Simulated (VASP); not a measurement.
# PbSe (F-43m) in VASP: settings compared

The runs below take PbSe through single point, with PBE, r2SCAN.

Everything below comes from runs of VASP 6.6.1. Logs are shortened: lines on timing, memory, paths and dates and some standing lists are left out, and cuts for length are marked.

### Step 1. The cell of the first run

It takes space group F-43m (No. 216, cubic). The conventional cell has a = 6.898 Å, b = 6.898 Å, c = 6.898 Å, α = 90.00°, β = 90.00°, γ = 90.00°. Within 3.9 Å of Pb (site symmetry -43m) lie 4 Se at 2.99 Å. Se (site symmetry -43m) has 4 Pb at 2.99 Å within 3.9 Å.

### Step 2. Single point, PBE

Contents of INCAR:

```
PREC     = Accurate       # precision mode
ENCUT    = 520            # plane-wave cutoff, eV
EDIFF    = 1E-6           # SCF threshold, eV
ISMEAR   = 0              # smearing method
SIGMA    = 0.01           # smearing width, eV
LREAL    = F              # projectors in reciprocal space
LASPH    = T              # aspherical terms in the spheres
NELM     = 60             # most SCF steps
ALGO     = Normal         # electronic algorithm
ISIF     = 2              # what is computed and relaxed
LWAVE    = F              # write WAVECAR
LCHARG   = F              # write CHGCAR
GGA      = PE             # functional
NBANDS   = 17             # bands
```

Contents of KPOINTS:

```
regular mesh
0
Gamma
  6 6 6
```

Contents of POSCAR:

```
PbSe
1.0
    0.0000000000      3.4487878618      3.4487878618
    3.4487878618      0.0000000000      3.4487878618
    3.4487878618      3.4487878618      0.0000000000
Pb Se
1 1
Direct
    0.0000000000      0.0000000000      0.0000000000
    0.2500000000      0.2500000000      0.2500000000
```

Potentials or basis: VASP PAW PBE potentials, release 64 (Pb_d, Se).

Launch:

```
cat potpaw_PBE.64/Pb_d/POTCAR potpaw_PBE.64/Se/POTCAR > POTCAR
mpirun -np 1 vasp_std > vasp.out
```

OUTCAR:

```text
PREC = Accurate
   ENCUT = 520
   EDIFF = 1E-6
   ISMEAR = 0
   LREAL = F
   LASPH = T
   NELM = 60
   ISIF = 2
   GGA = PE

 ion  position               nearest neighbor table
   1  0.000  0.000  0.000-   2 2.99   2 2.99   2 2.99   2 2.99
   2  0.250  0.250  0.250-   1 2.99   1 2.99   1 2.99   1 2.99

  LATTYP: Found a face centered cubic cell.
 ALAT       =     6.8975757236

  Lattice vectors:

 A1 = (   0.0000000000,   3.4487878618,   3.4487878618)
 A2 = (   3.4487878618,   0.0000000000,   3.4487878618)
 A3 = (   3.4487878618,   3.4487878618,   0.0000000000)

Analysis of symmetry for initial positions (statically):
=====================================================================
 Subroutine PRICEL returns:
 Original cell was already a primitive cell.

 Routine SETGRP: Setting up the symmetry group for a
 face centered cubic supercell.

 Subroutine GETGRP returns: Found 24 space group operations
 (whereof 24 operations were pure point group operations)
 out of a pool of 48 trial point group operations.

The static configuration has the point symmetry T_d .

Analysis of symmetry for dynamics (positions and initial velocities):
=====================================================================
 Subroutine PRICEL returns:
 Original cell was already a primitive cell.

 Routine SETGRP: Setting up the symmetry group for a
 face centered cubic supercell.

 Subroutine GETGRP returns: Found 24 space group operations
 (whereof 24 operations were pure point group operations)
 out of a pool of 48 trial point group operations.

The dynamic configuration has the point symmetry T_d .

 Subroutine INISYM returns: Found 24 space group operations
 (whereof 24 operations are pure point group operations),
 and found     1 'primitive' translations

----------------------------------------------------------------------------------------

                                     Primitive cell

  volume of cell :      82.0407

  direct lattice vectors                    reciprocal lattice vectors
     0.000000000  3.448787862  3.448787862    -0.144978474  0.144978474  0.144978474
     3.448787862  0.000000000  3.448787862     0.144978474 -0.144978474  0.144978474
     3.448787862  3.448787862  0.000000000     0.144978474  0.144978474 -0.144978474

  length of vectors
     4.877322568  4.877322568  4.877322568     0.251110082  0.251110082  0.251110082

  position of ions in fractional coordinates (direct lattice)
     0.000000000  0.000000000  0.000000000
     0.250000000  0.250000000  0.250000000

  ion indices of the primitive-cell ions
   primitive index   ion index
                 1           1
                 2           2

----------------------------------------------------------------------------------------

 KPOINTS: regular mesh

Automatic generation of k-mesh.
 Grid dimensions read from file:
 generate k-points for:    6    6    6

 Generating k-lattice:

  Cartesian coordinates                     Fractional coordinates (reciprocal lattice)
    -0.024163079  0.024163079  0.024163079     0.166666667  0.000000000  0.000000000
     0.024163079 -0.024163079  0.024163079     0.000000000  0.166666667  0.000000000
     0.024163079  0.024163079 -0.024163079     0.000000000  0.000000000  0.166666667

  Length of vectors
     0.041851680  0.041851680  0.041851680

  Shift w.r.t. Gamma in fractional coordinates (k-lattice)
     0.000000000  0.000000000  0.000000000

 Subroutine IBZKPT returns following result:
 ===========================================

 Found     16 irreducible k-points:

 Following reciprocal coordinates:
            Coordinates               Weight
  0.000000  0.000000  0.000000      1.000000
  0.166667  0.000000  0.000000      8.000000
  0.333333  0.000000  0.000000      8.000000
  0.500000  0.000000  0.000000      4.000000
  0.166667  0.166667  0.000000      6.000000
  0.333333  0.166667  0.000000     24.000000
[... 8 lines left out ...]
 -0.333333  0.333333  0.166667     24.000000
 -0.333333  0.500000  0.166667     12.000000
   k-points           NKPTS =     16   k-points in BZ     NKDIM =     16   number of bands    NBANDS=     17
   number of dos      NEDOS =    301   number of ions     NIONS =      2
   total plane-waves  NPLWV =  46656
   dimension x,y,z NGX =    36 NGY =   36 NGZ =   36
   dimension x,y,z NGXF=    72 NGYF=   72 NGZF=   72
   ions per type =               1   1
   NGX,Y,Z   is equivalent  to a cutoff of  12.27, 12.27, 12.27 a.u.
   NGXF,Y,Z  is equivalent  to a cutoff of  24.54, 24.54, 24.54 a.u.
 SYSTEM =  unknown system
   PREC   = accura    normal or accurate (medium, high low for compatibility)
   ISTART =      0    job   : 0-new  1-cont  2-samecut
   ICHARG =      2    charge: 1-file 2-atom 10-const
   ISPIN  =      1    spin polarized calculation?
   LNONCOLLINEAR =      F non collinear calculations
   LSORBIT =      F    spin-orbit coupling
   LASPH  =      T    aspherical Exc in radial PAW
[... 122 lines left out ...]
      4     -14.6095      2.00000
      5     -14.6053      2.00000
      6     -10.1105      2.00000
[... 9 lines left out ...]
     16      10.6004      0.00000
     17      11.6049      0.00000

 k-point     7 :       0.5000    0.1667    0.0000
  band No.  band energies     occupation
      1     -14.6602      2.00000
      2     -14.6268      2.00000
      3     -14.6254      2.00000
      4     -14.6079      2.00000
      5     -14.6051      2.00000
      6      -9.8936      2.00000
[... 9 lines left out ...]
     16      10.6596      0.00000
     17      10.8317      0.00000

 k-point     8 :      -0.3333    0.1667    0.0000
  band No.  band energies     occupation
      1     -14.6576      2.00000
      2     -14.6273      2.00000
      3     -14.6268      2.00000
      4     -14.6071      2.00000
      5     -14.6063      2.00000
      6      -9.9501      2.00000
[... 9 lines left out ...]
     16       9.9790      0.00000
     17      11.1635      0.00000

 k-point     9 :      -0.1667    0.1667    0.0000
  band No.  band energies     occupation
      1     -14.6487      2.00000
      2     -14.6306      2.00000
      3     -14.6294      2.00000
      4     -14.6084      2.00000
      5     -14.6065      2.00000
      6     -10.2055      2.00000
[... 9 lines left out ...]
     16       9.5632      0.00000
     17      11.7504      0.00000

 k-point    10 :       0.3333    0.3333    0.0000
  band No.  band energies     occupation
      1     -14.6645      2.00000
      2     -14.6222      2.00000
      3     -14.6222      2.00000
      4     -14.6120      2.00000
      5     -14.6038      2.00000
      6      -9.9595      2.00000
[... 9 lines left out ...]
     16      11.2902      0.00000
     17      13.1765      0.00000

 k-point    11 :       0.5000    0.3333    0.0000
  band No.  band energies     occupation
      1     -14.6688      2.00000
      2     -14.6214      2.00000
      3     -14.6201      2.00000
      4     -14.6117      2.00000
      5     -14.6036      2.00000
      6      -9.7851      2.00000
[... 9 lines left out ...]
     16      11.1740      0.00000
     17      12.4735      0.00000

 k-point    12 :      -0.3333    0.3333    0.0000
  band No.  band energies     occupation
      1     -14.6647      2.00000
      2     -14.6245      2.00000
      3     -14.6220      2.00000
      4     -14.6090      2.00000
      5     -14.6056      2.00000
      6      -9.7809      2.00000
[... 9 lines left out ...]
     16      10.7196      0.00000
     17      12.4361      0.00000

 k-point    13 :       0.5000    0.5000    0.0000
  band No.  band energies     occupation
      1     -14.6739      2.00000
      2     -14.6179      2.00000
      3     -14.6179      2.00000
      4     -14.6135      2.00000
      5     -14.6024      2.00000
      6      -9.7254      2.00000
[... 9 lines left out ...]
     16      11.8706      0.00000
     17      12.0272      0.00000

 k-point    14 :       0.5000    0.3333    0.1667
  band No.  band energies     occupation
      1     -14.6619      2.00000
      2     -14.6259      2.00000
      3     -14.6228      2.00000
      4     -14.6098      2.00000
      5     -14.6048      2.00000
      6      -9.8996      2.00000
[... 9 lines left out ...]
     16      10.8725      0.00000
     17      11.8014      0.00000

 k-point    15 :      -0.3333    0.3333    0.1667
  band No.  band energies     occupation
      1     -14.6645      2.00000
      2     -14.6260      2.00000
      3     -14.6209      2.00000
      4     -14.6090      2.00000
      5     -14.6054      2.00000
      6      -9.7809      2.00000
[... 9 lines left out ...]
     16      10.6740      0.00000
     17      11.7845      0.00000

 k-point    16 :      -0.3333    0.5000    0.1667
  band No.  band energies     occupation
      1     -14.6690      2.00000
      2     -14.6232      2.00000
      3     -14.6184      2.00000
      4     -14.6111      2.00000
      5     -14.6042      2.00000
      6      -9.7224      2.00000
[... 9 lines left out ...]
     16      11.4649      0.00000
     17      11.4966      0.00000

------------------------ aborting loop because EDIFF is reached ----------------------------------------

  FORCE on cell =-STRESS in cart. coord.  units (eV):
  Direction    XX          YY          ZZ          XY          YZ          ZX
  --------------------------------------------------------------------------------------
  -------------------------------------------------------------------------------------
  Total        0.0090944      0.0090944      0.0090944     -0.0000000      0.0000000      0.0000000
  in kB        0.1776049      0.1776049      0.1776049     -0.0000000      0.0000000      0.0000000
  external PRESSURE =       0.1776049 kB  Pullay stress =       0.0000000 kB

 VOLUME and BASIS-vectors are now :
 -----------------------------------------------------------------------------
  energy-cutoff  :      520.00
  volume of cell :       82.04
      direct lattice vectors                 reciprocal lattice vectors
     0.000000000  3.448787862  3.448787862    -0.144978474  0.144978474  0.144978474
     3.448787862  0.000000000  3.448787862     0.144978474 -0.144978474  0.144978474
     3.448787862  3.448787862  0.000000000     0.144978474  0.144978474 -0.144978474

 POSITION                                       TOTAL-FORCE (eV/Angst)
 -----------------------------------------------------------------------------------
      0.00000      0.00000      0.00000         0.000000     -0.000000     -0.000000
      1.72439      1.72439      1.72439        -0.000000      0.000000      0.000000
 -----------------------------------------------------------------------------------
    total drift:                                0.000000      0.000000      0.000000

  FREE ENERGIE OF THE ION-ELECTRON SYSTEM (eV)
  ---------------------------------------------------
  free  energy   TOTEN  =        -7.8390638878 eV

  energy  without entropy=       -7.8390638878  energy(sigma->0) =       -7.83906389
```

Run time: 56 s. Hardware: 1 thread of AMD EPYC 7R43 (Zen 3), shared host; peak memory 0.17 GiB.

What came out:

```yaml
Free_energy: -7.8391 eV
Pressure: 0.0 GPa
Band_gap_on_the_k_mesh: 0.79 eV, indirect (least direct gap 1.17 eV)
```

Caveat: spin-orbit coupling is left out, which moves the levels of the heavy elements. A k mesh can miss the band edges.

### Step 3. Single point, PBE (volume changed by +3%)

Contents of INCAR:

```
PREC = Accurate
ENCUT = 520
EDIFF = 1E-7
ISMEAR = 0
SIGMA = 0.01
LREAL = False
LASPH = True
NELM = 60
ALGO = Normal
ISIF = 2
LWAVE = False
LCHARG = True
GGA = PE
LELF = True
LVHAR = True
NBANDS = 17
```

KPOINTS is that of step 2.

Contents of POSCAR:

```
PbSe
1.0
    0.0000000000      3.4829364971      3.4829364971
    3.4829364971      0.0000000000      3.4829364971
    3.4829364971      3.4829364971      0.0000000000
Pb Se
1 1
Direct
    0.0000000000      0.0000000000      0.0000000000
    0.2500000000      0.2500000000      0.2500000000
```

Potentials or basis: VASP PAW PBE potentials, release 64 (Pb_d, Se).

Launch:

```
cat potpaw_PBE.64/Pb_d/POTCAR potpaw_PBE.64/Se/POTCAR > POTCAR
mpirun -np 1 vasp_std > vasp.out
```

It took 66 s on 1 thread of AMD EPYC 7R43 (Zen 3), shared host; peak memory 0.2 GiB.

Results (log left out):

| Item | Value |
| --- | --- |
| Free energy | -7.8331 eV |
| Pressure | -0.8 GPa |
| Band gap on the k mesh | 0.85 eV, indirect (least direct gap 1.20 eV) |

Levels at points of the mesh, in eV from the valence-band top:
```
           k point  band 7  band 8  band 9  band 10  band 11  band 12  band 13  band 14
(0.00, 0.00, 0.00)   -6.38   -1.36   -1.36    -1.36     2.25     2.25     2.25     4.82
(0.50, 0.00, 0.00)   -7.66   -1.85   -1.85    -1.77     2.98     2.98     3.63     6.65
(0.50, 0.50, 0.00)   -7.98   -2.50   -2.50    -0.35     0.85     4.78     4.78     6.05
```

Caveat: spin-orbit coupling is left out, which moves the levels of the heavy elements. A k mesh can miss the band edges.

### Step 4. Single point, PBE (volume changed by +6%)

Contents of INCAR:

```
SYSTEM = PbSe
ALGO     = Normal         ! electronic algorithm
EDIFF    = 1E-7           ! SCF threshold, eV
ENCUT    = 520            ! plane-wave cutoff, eV
GGA      = PE             ! functional
ISIF     = 2              ! what is computed and relaxed
ISMEAR   = 0              ! smearing method
LASPH    = .TRUE.         ! aspherical terms in the spheres
LCHARG   = .TRUE.         ! write CHGCAR
LELF     = .TRUE.         ! ELF
LREAL    = .FALSE.        ! projectors in reciprocal space
LVHAR    = .TRUE.       
LWAVE    = .FALSE.        ! write WAVECAR
NBANDS   = 17             ! bands
NELM     = 80             ! most SCF steps
PREC     = Accurate       ! precision mode
SIGMA    = 0.01           ! smearing width, eV
```

Contents of KPOINTS:

```
k-points
0
G
  6 6 6
  0 0 0
```

Contents of POSCAR:

```
PbSe
1.0
    0.0000000000      3.5164283257      3.5164283257
    3.5164283257      0.0000000000      3.5164283257
    3.5164283257      3.5164283257      0.0000000000
Pb Se
1 1
Direct
    0.0000000000      0.0000000000      0.0000000000
    0.2500000000      0.2500000000      0.2500000000
```

Launch:

```
cat potpaw_PBE.64/Pb_d/POTCAR potpaw_PBE.64/Se/POTCAR > POTCAR
mpirun -np 1 vasp_std > vasp.out
```

Run time: 55 s. Hardware: 1 thread of AMD EPYC 7R43 (Zen 3), shared host; peak memory 0.2 GiB.

It converged, with:

```
Free energy            : -7.8149 eV
Pressure               : -1.6 GPa
Band gap on the k mesh : 0.90 eV, indirect (least direct gap 1.23 eV)
```

Levels at points of the mesh, in eV from the valence-band top:
| k point | band 6 | band 7 | band 8 | band 9 | band 10 | band 11 | band 12 | band 13 | band 14 | band 15 |
| --- | --- | --- | --- | --- | --- | --- | --- | --- | --- | --- |
| (0.00, 0.00, 0.00) | -12.23 | -6.44 | -1.29 | -1.29 | -1.29 | 2.26 | 2.26 | 2.26 | 4.81 | 8.30 |
| (0.50, 0.00, 0.00) | -11.75 | -7.61 | -1.76 | -1.76 | -1.70 | 2.97 | 2.97 | 3.55 | 6.65 | 7.86 |
| (0.50, 0.50, 0.00) | -11.56 | -7.91 | -2.38 | -2.38 | -0.33 | 0.90 | 4.67 | 4.67 | 6.05 | 7.75 |

Caveat: spin-orbit coupling is left out, which moves the levels of the heavy elements.

### Step 5. Single point, r2SCAN (volume changed by -6%)

Contents of POSCAR:

```
PbSe
1.0
    0.0000000000      3.3533232207      3.3533232207
    3.3533232207      0.0000000000      3.3533232207
    3.3533232207      3.3533232207      0.0000000000
Pb Se
1 1
Direct
    0.0000000000      0.0000000000      0.0000000000
    0.2500000000      0.2500000000      0.2500000000
```

Contents of INCAR.step1:

```
  ALGO = Normal
  EDIFF = 1E-4
  ENCUT = 520
  GGA = PE
  ISMEAR = 0
  LASPH = True
  LCHARG = False
  LREAL = False
  LWAVE = True
  NBANDS = 17
  NELM = 80
  PREC = Accurate
  SIGMA = 0.01
```

Contents of INCAR.step2:

```
  ALGO = Normal
  EDIFF = 1E-7
  ENCUT = 520
  ISIF = 2
  ISMEAR = 0
  ISTART = 1
  LASPH = True
  LCHARG = False
  LMIXTAU = True
  LREAL = False
  LWAVE = False
  METAGGA = R2SCAN
  NBANDS = 17
  NELM = 80
  PREC = Accurate
  SIGMA = 0.01
```

Contents of KPOINTS:

```
k-points
0
Gamma
  6 6 6
```

Launch:

```
cat potpaw_PBE.64/Pb_d/POTCAR potpaw_PBE.64/Se/POTCAR > POTCAR
cp INCAR.step1 INCAR
mpirun -np 1 vasp_std > vasp.out
cp INCAR.step2 INCAR
mpirun -np 1 vasp_std > vasp.out
```

It took 2.6 min on 1 thread of AMD EPYC 7R43 (Zen 3), shared host; peak memory 0.18 GiB.

The run converged. Its results:

* Free energy: -71.4133 eV
* Pressure: 2.4 GPa
* Band gap on the k mesh: 0.78 eV, indirect (least direct gap 1.25 eV)

Levels at points of the mesh, in eV from the valence-band top:
| k point | band 6 | band 7 | band 8 | band 9 | band 10 | band 11 | band 12 | band 13 | band 14 | band 15 |
| --- | --- | --- | --- | --- | --- | --- | --- | --- | --- | --- |
| (0.00, 0.00, 0.00) | -13.59 | -6.20 | -1.81 | -1.81 | -1.81 | 2.43 | 2.43 | 2.43 | 5.00 | 8.86 |
| (0.50, 0.00, 0.00) | -12.86 | -8.15 | -2.40 | -2.40 | -2.05 | 3.24 | 3.24 | 4.17 | 6.85 | 8.52 |
| (0.50, 0.50, 0.00) | -12.57 | -8.57 | -3.17 | -3.17 | -0.47 | 0.78 | 5.57 | 5.57 | 6.37 | 8.67 |

Caveat: the PAW data sets were made with another functional, which shifts forces and pressure a little; spin-orbit coupling is left out, which moves the levels of the heavy elements.

### Step 6. The runs side by side

| level | cell | gap on the mesh (eV) | pressure (GPa) |
| --- | --- | --- | --- |
| PBE | a = 4.877 Å, angles 60.0°, 2 atoms | 0.79 | 0.0 |
| PBE | a = 4.926 Å, angles 60.0°, 2 atoms | 0.85 | -0.8 |
| PBE | a = 4.973 Å, angles 60.0°, 2 atoms | 0.90 | -1.6 |
| r2SCAN | a = 4.742 Å, angles 60.0°, 2 atoms | 0.78 | 2.4 |

Alike in all rows: task single point; potentials or basis VASP PAW PBE potentials, release 64 (Pb_d, Se); no spin polarisation; k mesh 6 × 6 × 6; cutoff (eV) 520; smearing gaussian 0.01 eV.

Caveats: spin-orbit coupling is left out, which moves the levels of the heavy elements; the PAW data sets were made with another functional, which shifts forces and pressure a little (some runs).

Total energies depend on the potentials used, so only differences within one code and one set of settings carry meaning.
